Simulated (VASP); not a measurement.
# P (Pm-3m) in VASP: further runs

Runs on P. Level: PBE. Tasks: single point, relaxation of cell and atoms.

Everything below comes from runs of VASP 6.6.1. Logs are shortened: lines on timing, memory, paths and dates and some standing lists are left out, and cuts for length are marked.

**1. The cell of the first run**

Symmetry: Pm-3m, No. 221, cubic system. Conventional cell: a = 2.201 Å, b = 2.201 Å, c = 2.201 Å, α = 90.00°, β = 90.00°, γ = 90.00°. Within 2.9 Å of P (site symmetry m-3m) lie 6 P at 2.20 Å.

**2. Single point, PBE**

Contents of INCAR:

```
SYSTEM = P
  PREC = Accurate
  ENCUT = 520
  EDIFF = 1E-7
  ISMEAR = -1
  SIGMA = 0.08
  LREAL = .False.
  LASPH = .True.
  NELM = 60
  ALGO = Normal
  ISIF = 2
  LWAVE = .False.
  LCHARG = .False.
  GGA = PE
  NBANDS = 8
```

Contents of KPOINTS:

```
regular mesh
0
Gamma
  17 17 17
  0 0 0
```

Contents of POSCAR:

```
P
1.0
    2.2010827780      0.0000000000      0.0000000000
    0.0000000000      2.2010827780      0.0000000000
    0.0000000000      0.0000000000      2.2010827780
P
1
Direct
    0.0000000000      0.0000000000      0.0000000000
```

Potentials or basis: VASP PAW PBE potentials, release 64 (P).

The run is started by

```
cat potpaw_PBE.64/P/POTCAR > POTCAR
mpirun -np 1 vasp_std > vasp.out
```

OUTCAR:

```text
SYSTEM = P
   PREC = Accurate
   ENCUT = 520
   EDIFF = 1E-7
   ISMEAR = -1
   LREAL = .False.
   LASPH = .True.
   NELM = 60
   ISIF = 2
   GGA = PE

 ion  position               nearest neighbor table
   1  0.000  0.000  0.000-

  LATTYP: Found a simple cubic cell.
 ALAT       =     2.2010827780

  Lattice vectors:

 A1 = (   2.2010827780,   0.0000000000,   0.0000000000)
 A2 = (   0.0000000000,   2.2010827780,   0.0000000000)
 A3 = (   0.0000000000,   0.0000000000,   2.2010827780)

Analysis of symmetry for initial positions (statically):
=====================================================================
 Subroutine PRICEL returns:
 Original cell was already a primitive cell.

 Routine SETGRP: Setting up the symmetry group for a
 simple cubic supercell.

 Subroutine GETGRP returns: Found 48 space group operations
 (whereof 48 operations were pure point group operations)
 out of a pool of 48 trial point group operations.

The static configuration has the point symmetry O_h .

Analysis of symmetry for dynamics (positions and initial velocities):
=====================================================================
 Subroutine PRICEL returns:
 Original cell was already a primitive cell.

 Routine SETGRP: Setting up the symmetry group for a
 simple cubic supercell.

 Subroutine GETGRP returns: Found 48 space group operations
 (whereof 48 operations were pure point group operations)
 out of a pool of 48 trial point group operations.

The dynamic configuration has the point symmetry O_h .

 Subroutine INISYM returns: Found 48 space group operations
 (whereof 48 operations are pure point group operations),
 and found     1 'primitive' translations

----------------------------------------------------------------------------------------

                                     Primitive cell

  volume of cell :      10.6637

  direct lattice vectors                    reciprocal lattice vectors
     2.201082778  0.000000000  0.000000000     0.454321850  0.000000000  0.000000000
     0.000000000  2.201082778  0.000000000     0.000000000  0.454321850  0.000000000
     0.000000000  0.000000000  2.201082778     0.000000000  0.000000000  0.454321850

  length of vectors
     2.201082778  2.201082778  2.201082778     0.454321850  0.454321850  0.454321850

  position of ions in fractional coordinates (direct lattice)
     0.000000000  0.000000000  0.000000000

  ion indices of the primitive-cell ions
   primitive index   ion index
                 1           1

----------------------------------------------------------------------------------------

 KPOINTS: regular mesh

Automatic generation of k-mesh.
 Grid dimensions read from file:
 generate k-points for:   17   17   17

 Generating k-lattice:

  Cartesian coordinates                     Fractional coordinates (reciprocal lattice)
     0.026724815  0.000000000  0.000000000     0.058823529  0.000000000  0.000000000
     0.000000000  0.026724815  0.000000000     0.000000000  0.058823529  0.000000000
     0.000000000  0.000000000  0.026724815     0.000000000  0.000000000  0.058823529

  Length of vectors
     0.026724815  0.026724815  0.026724815

  Shift w.r.t. Gamma in fractional coordinates (k-lattice)
     0.000000000  0.000000000  0.000000000

 Subroutine IBZKPT returns following result:
 ===========================================

 Found    165 irreducible k-points:

 Following reciprocal coordinates:
            Coordinates               Weight
  0.000000  0.000000  0.000000      1.000000
  0.058824  0.000000  0.000000      6.000000
  0.117647  0.000000  0.000000      6.000000
  0.176471  0.000000  0.000000      6.000000
  0.235294  0.000000  0.000000      6.000000
  0.294118  0.000000  0.000000      6.000000
[... 16 lines left out ...]
  0.411765  0.117647  0.000000     24.000000
  0.470588  0.117647  0.000000     24.000000
 [... further k-points ...]
   k-points           NKPTS =    165   k-points in BZ     NKDIM =    165   number of bands    NBANDS=      8
   number of dos      NEDOS =    301   number of ions     NIONS =      1
   total plane-waves  NPLWV =   4096
   dimension x,y,z NGX =    16 NGY =   16 NGZ =   16
   dimension x,y,z NGXF=    32 NGYF=   32 NGZF=   32
   ions per type =               1
   NGX,Y,Z   is equivalent  to a cutoff of  12.08, 12.08, 12.08 a.u.
   NGXF,Y,Z  is equivalent  to a cutoff of  24.17, 24.17, 24.17 a.u.
 SYSTEM =  P
   PREC   = accura    normal or accurate (medium, high low for compatibility)
   ISTART =      0    job   : 0-new  1-cont  2-samecut
   ICHARG =      2    charge: 1-file 2-atom 10-const
   ISPIN  =      1    spin polarized calculation?
   LNONCOLLINEAR =      F non collinear calculations
   LSORBIT =      F    spin-orbit coupling
   LASPH  =      T    aspherical Exc in radial PAW
   ENCUT  =  520.0 eV  38.22 Ry    6.18 a.u.   4.09  4.09  4.09*2*pi/ulx,y,z
   NELM   =     60;   NELMIN=  2; NELMDL= -5     # of ELM steps
   EDIFF  = 0.1E-06   stopping-criterion for ELM
   LREAL  =      F    real-space projection
   EDIFFG = 0.1E-05   stopping-criterion for IOM
   NSW    =      0    number of steps for IOM
   IBRION =     -1    ionic relax: 0-MD 1-quasi-New 2-CG
   NFREE  =      0    steps in history (QN), initial steepest desc. (CG)
   ISIF   =      2    stress and relaxation
   ISYM   =      2    0-nonsym 1-usesym 2-fastsym
   POTIM  = 0.5000    time-step for ionic-motion
   TEBEG  =    0.0;   TEEND  =   0.0 temperature during run
   PSTRESS=    0.0 pullay stress
   NELECT =       5.0000    total number of electrons
   NUPDOWN=      -1.0000    fix difference up-down
   EMIN   =  10.00;   EMAX   =-10.00  energy-range for DOS
   EFERMI =   0.00;   METHOD = LEGACY
   ISMEAR =    -1;   SIGMA  =   0.08  broadening in eV -4-tet -1-fermi 0-gaus
   EFERMI_NEDOS =   21; number of points for ismear=-14 and -15
   IALGO  =     38    algorithm
   IMIX   =      4    mixing-type and parameters
     AMIX     =   0.40;   BMIX     =  1.00
     AMIX_MAG =   1.60;   BMIX_MAG =  1.00
  volume/ion in A,a.u.               =      10.66        71.96
  Fermi-wavevector in a.u.,A,eV,Ry     =   1.271828  2.403407 22.008063  1.617547
  Thomas-Fermi vector in A             =   2.404740
   LORBIT       =      0    0 simple, 1 ext, 2 COOP (PROOUT), +10 PAW based schemes
   GGA     = PE    functional components
[... 5 lines left out ...]
 non-spin polarized calculation
  energy-cutoff  :      520.00
  volume of cell :       10.66
 maximum number of plane-waves:       298
   NGX =  9   NGY =  9   NGZ =  9

 number of electron       5.0000001 magnetization

 Free energy of the ion-electron system (eV)
  ---------------------------------------------------
  ext. energy  EPLUGINS =         0.00000000
  ---------------------------------------------------
  free energy    TOTEN  =        -4.62212157 eV

  energy without entropy =       -4.61680155  energy(sigma->0) =       -4.61946156

 E-fermi :  14.4825     XC(G=0): -12.7015

 val. band max:       14.4308700940   @ k =   0.4706   0.2941   0.1765
 cond. band min:      14.5576073807   @ k =   0.4706   0.2941   0.2353
 fundamental gap:      0.1267372868
 Fermi energy:        14.4825433278

 k-point     1 :       0.0000    0.0000    0.0000
  band No.  band energies     occupation
      1      -5.4445      2.00000
      2      20.9280      0.00000
      3      20.9280      0.00000
      4      21.6003      0.00000
      5      21.6003      0.00000
      6      21.6003      0.00000
      7      33.1039      0.00000
      8      43.7599      0.00000

 k-point     2 :       0.0588    0.0000    0.0000
  band No.  band energies     occupation
      1      -5.3443      2.00000
      2      18.6374      0.00000
      3      21.0082      0.00000
      4      21.6824      0.00000
      5      21.6824      0.00000
      6      23.7822      0.00000
      7      33.4219      0.00000
      8      42.9944      0.00000

 k-point     3 :       0.1176    0.0000    0.0000
  band No.  band energies     occupation
      1      -5.0440      2.00000
      2      16.0441      0.00000
      3      21.2456      0.00000
      4      21.9280      0.00000
      5      21.9280      0.00000
      6      26.0086      0.00000
      7      34.3988      0.00000
      8      41.2184      0.00000

 k-point     4 :       0.1765    0.0000    0.0000
  band No.  band energies     occupation
      1      -4.5454      2.00000
      2      13.5110      1.99999
      3      21.6291      0.00000
      4      22.3345      0.00000
      5      22.3345      0.00000
      6      27.8702      0.00000
      7      36.0090      0.00000
      8      39.1024      0.00000

 k-point     5 :       0.2353    0.0000    0.0000
  band No.  band energies     occupation
      1      -3.8520      2.00000
      2      11.0858      2.00000
      3      22.1374      0.00000
      4      22.8963      0.00000
      5      22.8963      0.00000
      6      29.4009      0.00000
      7      36.9615      0.00000
      8      36.9615      0.00000
[... 177 lines left out ...]
 k-point    22 :       0.3529    0.1176    0.0000
  band No.  band energies     occupation
      1      -1.5167      2.00000
      2       7.0326      2.00000
      3      19.2122      0.00000
      4      24.7339      0.00000
      5      26.6522      0.00000
      6      29.6559      0.00000
      7      33.3949      0.00000
      8      34.4904      0.00000

 k-point    23 :       0.4118    0.1176    0.0000
  band No.  band energies     occupation
      1      -0.3212      2.00000
      2       5.1325      2.00000
      3      20.0002      0.00000
      4      25.5772      0.00000
      5      26.5896      0.00000
      6      28.9183      0.00000
      7      31.8665      0.00000
      8      35.2132      0.00000

 k-point    24 :       0.4706    0.1176    0.0000
  band No.  band energies     occupation
      1       0.8251      2.00000
      2       3.6321      2.00000
      3      20.5553      0.00000
      4      26.1199      0.00000
      5      26.2177      0.00000
      6      28.9011      0.00000
      7      30.8810      0.00000
      8      35.4847      0.00000

 [... further k-points ...]
[... 5 lines left out ...]
  --------------------------------------------------------------------------------------
  -------------------------------------------------------------------------------------
  Total        4.7297465      4.7297465      4.7297465     -0.0000000     -0.0000000     -0.0000000
  in kB      710.6231030    710.6231030    710.6231030     -0.0000000     -0.0000000     -0.0000000
  external PRESSURE =     710.6231030 kB  Pullay stress =       0.0000000 kB

 VOLUME and BASIS-vectors are now :
 -----------------------------------------------------------------------------
  energy-cutoff  :      520.00
  volume of cell :       10.66
      direct lattice vectors                 reciprocal lattice vectors
     2.201082778  0.000000000  0.000000000     0.454321850  0.000000000  0.000000000
     0.000000000  2.201082778  0.000000000     0.000000000  0.454321850  0.000000000
     0.000000000  0.000000000  2.201082778     0.000000000  0.000000000  0.454321850

 POSITION                                       TOTAL-FORCE (eV/Angst)
 -----------------------------------------------------------------------------------
      0.00000      0.00000      0.00000         0.000000      0.000000      0.000000
 -----------------------------------------------------------------------------------
    total drift:                                0.000000     -0.000000     -0.000000

  FREE ENERGIE OF THE ION-ELECTRON SYSTEM (eV)
  ---------------------------------------------------
  free  energy   TOTEN  =        -4.6221215651 eV

  energy  without entropy=       -4.6168015531  energy(sigma->0) =       -4.61946156
```

It took 5.1 s on 1 thread of Intel Xeon Platinum 8175M at 2.50GHz (Skylake/Cascade Lake), shared host; peak memory 0.11 GiB.

What came out:

```
Free energy : -4.6221 eV
Pressure    : 71.1 GPa
```

Levels at points of the mesh, in eV from the Fermi level:
| k point | band 1 | band 2 | band 3 | band 4 | band 5 | band 6 |
| --- | --- | --- | --- | --- | --- | --- |
| (0.00, 0.00, 0.00) | -19.93 | 6.45 | 6.45 | 7.12 | 7.12 | 7.12 |

**3. Single point, PBE**

Contents of INCAR:

```
SYSTEM = P
PREC = Accurate
ENCUT = 520
EDIFF = 1E-6
ISMEAR = -1
SIGMA = 0.08
LREAL = .FALSE.
LASPH = .TRUE.
NELM = 80
ALGO = Normal
ISIF = 2
LWAVE = .FALSE.
LCHARG = .FALSE.
GGA = PE
NBANDS = 8
```

Contents of KPOINTS:

```
Automatic mesh
0
G
  17 17 17
  0 0 0
```

Contents of POSCAR:

```
P
1.0
    2.2011904117      0.0000000000      0.0000000000
    0.0000000000      2.2011904117      0.0000000000
    0.0000000000      0.0000000000      2.2011904117
P
1
Direct
    0.0000000000      0.0000000000      0.0000000000
```

Potentials or basis: VASP PAW PBE potentials, release 64 (P).

The run is started by

```
cat potpaw_PBE.64/P/POTCAR > POTCAR
mpirun -np 1 vasp_std > vasp.out
```

OUTCAR:

```text
SYSTEM = P
   PREC = Accurate
   ENCUT = 520
   EDIFF = 1E-6
   ISMEAR = -1
   LREAL = .FALSE.
   LASPH = .TRUE.
   NELM = 80
   ISIF = 2
   GGA = PE

 ion  position               nearest neighbor table
   1  0.000  0.000  0.000-

  LATTYP: Found a simple cubic cell.
 ALAT       =     2.2011904117

  Lattice vectors:

 A1 = (   2.2011904117,   0.0000000000,   0.0000000000)
 A2 = (   0.0000000000,   2.2011904117,   0.0000000000)
 A3 = (   0.0000000000,   0.0000000000,   2.2011904117)

Analysis of symmetry for initial positions (statically):
=====================================================================
 Subroutine PRICEL returns:
 Original cell was already a primitive cell.

 Routine SETGRP: Setting up the symmetry group for a
 simple cubic supercell.

 Subroutine GETGRP returns: Found 48 space group operations
 (whereof 48 operations were pure point group operations)
 out of a pool of 48 trial point group operations.

The static configuration has the point symmetry O_h .

Analysis of symmetry for dynamics (positions and initial velocities):
[... 151 lines left out ...]
  ---------------------------------------------------
  free energy    TOTEN  =        -4.62281506 eV

  energy without entropy =       -4.61749771  energy(sigma->0) =       -4.62015639

 E-fermi :  14.4800     XC(G=0): -12.7008

 val. band max:       14.4280900785   @ k =   0.4706   0.2941   0.1765
 cond. band min:      14.5548688435   @ k =   0.4706   0.2941   0.2353
 fundamental gap:      0.1267787650
 Fermi energy:        14.4799707617

 k-point     1 :       0.0000    0.0000    0.0000
  band No.  band energies     occupation
      1      -5.4453      2.00000
      2      20.9256      0.00000
      3      20.9256      0.00000
      4      21.5966      0.00000
      5      21.5966      0.00000
      6      21.5966      0.00000
      7      33.0990      0.00000
      8      43.7548      0.00000
[... 243 lines left out ...]
 k-point    24 :       0.4706    0.1176    0.0000
  band No.  band energies     occupation
      1       0.8235      2.00000
      2       3.6308      2.00000
      3      20.5521      0.00000
      4      26.1169      0.00000
      5      26.2132      0.00000
      6      28.8970      0.00000
      7      30.8775      0.00000
      8      35.4807      0.00000

 [... further k-points ...]
[... 5 lines left out ...]
  --------------------------------------------------------------------------------------
  -------------------------------------------------------------------------------------
  Total        4.7265447      4.7265447      4.7265447     -0.0000000     -0.0000000      0.0000000
  in kB      710.0378776    710.0378776    710.0378776     -0.0000000     -0.0000000      0.0000000
  external PRESSURE =     710.0378776 kB  Pullay stress =       0.0000000 kB

 VOLUME and BASIS-vectors are now :
 -----------------------------------------------------------------------------
  energy-cutoff  :      520.00
  volume of cell :       10.67
      direct lattice vectors                 reciprocal lattice vectors
     2.201190412  0.000000000  0.000000000     0.454299635  0.000000000  0.000000000
     0.000000000  2.201190412  0.000000000     0.000000000  0.454299635  0.000000000
     0.000000000  0.000000000  2.201190412     0.000000000  0.000000000  0.454299635

 POSITION                                       TOTAL-FORCE (eV/Angst)
 -----------------------------------------------------------------------------------
      0.00000      0.00000      0.00000         0.000000      0.000000      0.000000
 -----------------------------------------------------------------------------------
    total drift:                                0.000000      0.000000     -0.000000

  FREE ENERGIE OF THE ION-ELECTRON SYSTEM (eV)
  ---------------------------------------------------
  free  energy   TOTEN  =        -4.6228150581 eV

  energy  without entropy=       -4.6174977150  energy(sigma->0) =       -4.62015639
```

It took 4.9 s on 1 thread of Intel Xeon Platinum 8175M at 2.50GHz (Skylake/Cascade Lake), shared host; peak memory 0.11 GiB.

What came out:

```
Free energy : -4.6228 eV
Pressure    : 71.0 GPa
```

**4. Single point, PBE**

This run uses another cell than the first one: it holds 2 atoms, not 1.

Contents of INCAR:

```
PREC     = Accurate       # precision mode
ENCUT    = 520            # plane-wave cutoff, eV
EDIFF    = 1E-7           # SCF threshold, eV
ISMEAR   = -1             # smearing method
SIGMA    = 0.08           # smearing width, eV
LREAL    = F              # projectors in reciprocal space
LASPH    = T              # aspherical terms in the spheres
NELM     = 80             # most SCF steps
ALGO     = Normal         # electronic algorithm
ISIF     = 2              # what is computed and relaxed
LWAVE    = F              # write WAVECAR
LCHARG   = F              # write CHGCAR
GGA      = PE             # functional
NBANDS   = 12             # bands
```

Contents of KPOINTS:

```
Automatic mesh
0
Gamma
  15 15 15
```

Contents of POSCAR:

```
P
1.0
    1.5551421625     -0.8978617462      2.5395312911
    0.0000000000      1.7957234923      2.5395312911
   -1.5551421625     -0.8978617462      2.5395312911
P
2
Direct
    0.2499999889      0.2499999889      0.2499999889
   -0.2499999889     -0.2499999889     -0.2499999889
```

The run is started by

```
cat potpaw_PBE.64/P/POTCAR > POTCAR
mpirun -np 1 vasp_std > vasp.out
```

Run time: 16 s. Hardware: 1 thread of Intel Xeon Platinum 8175M at 2.50GHz (Skylake/Cascade Lake), shared host; peak memory 0.15 GiB.

It converged, with:

- Free energy: -9.2174 eV
- Pressure: 71.0 GPa
- Band gap on the k mesh: zero (band 5 reaches 17.92 eV, above the bottom of band 6 at 12.93 eV)

Levels at points of the mesh, in eV from the Fermi level:
```csv
k point,band 2,band 3,band 4,band 5,band 6,band 7,band 8,band 9
"(0.00, 0.00, 0.00)",-2.36,-2.36,-2.36,2.94,3.57,3.57,3.57,6.39
```

(Continued in part 2 of 2.)
